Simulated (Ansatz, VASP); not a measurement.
# One calculation of La2O3, two programs

The input INCAR:

```
PREC = Accurate ; ENCUT = 520
EDIFF = 1E-6 ; ISMEAR = -1
SIGMA = 0.05 ; LREAL = F
LASPH = T ; NELM = 80
ALGO = Normal ; ISIF = 2
LWAVE = F ; LCHARG = F
GGA = PE ; NBANDS = 28
```

Contents of KPOINTS:

```
regular mesh
0
Gamma
  5 5 8
```

File POSCAR:

```
La2O3
1.0
    6.3702727145      0.0000000000      0.0000000000
   -3.1851363572      5.5168179998      0.0000000000
    0.0000000000      0.0000000000      3.2898942108
La O
2 3
Direct
    0.6631620000      0.3187910000      0.5085620000
    0.3356230000      0.6741470000      0.4968110000
    0.4984920000     -0.0050260000      0.0118160000
   -0.0036830000      0.5047740000     -0.0053610000
    0.4962820000      0.4996890000     -0.0035430000
```

Contents of input.yaml:

```yaml
crystal:
  lattice:
    - [6.3702727145, 0.0, 0.0]
    - [-3.1851363572, 5.5168179998, 0.0]
    - [0.0, 0.0, 3.2898942108]
  atoms:
    - { symbol: La, position: [0.663162, 0.318791, 0.508562] }
    - { symbol: La, position: [0.335623, 0.674147, 0.496811] }
    - { symbol: O, position: [0.498492, -0.005026, 0.011816] }
    - { symbol: O, position: [-0.003683, 0.504774, -0.005361] }
    - { symbol: O, position: [0.496282, 0.499689, -0.003543] }
kpoints:
  mp_grid: { grid: [5, 5, 8] }
scf:
  occupations: { method: fermi_dirac, width: 0.05 }
hamiltonian:
  xc: pbe
  pseudopotentials: { kind: all_electron, lapw: { basis_error: 0.001 } }
output:
  forces: true
  stress: true
  eigenvalues: true
  populations: true
```

Change from the starting cell: atoms moved at random, drawn with an rms of 0.05 Å.

Alike in both runs: task single point; functional PBE; k mesh 5 × 5 × 8; occupations fermi-dirac, width 0.05 eV; no spin polarisation.

```csv
,VASP,Ansatz
version,VASP 6.6.1,Ansatz 0.2.0
potentials or method,"VASP PAW PBE potentials, release 64 (La, O), cutoff 520 eV","all-electron LAPW, scalar-relativistic"
```

```csv
,VASP,Ansatz,Ansatz less VASP
gap on the k mesh at the Fermi level (eV),1.63,1.62,-0.015
least direct gap on the mesh (eV),2.03,2.03,-0.002
pressure (GPa),-0.1,0.2,+0.23
"traceless stress, the component that is largest in VASP (GPa)",-2.19,-2.22,-0.027
rms of the force components (eV/Å),0.485,0.485,0.0000
```

Atom by atom the forces differ by 0.001 eV/Å (rms over components). Ansatz ran all-electron here, and VASP with PAW potentials.

Neither program's run includes spin-orbit coupling.
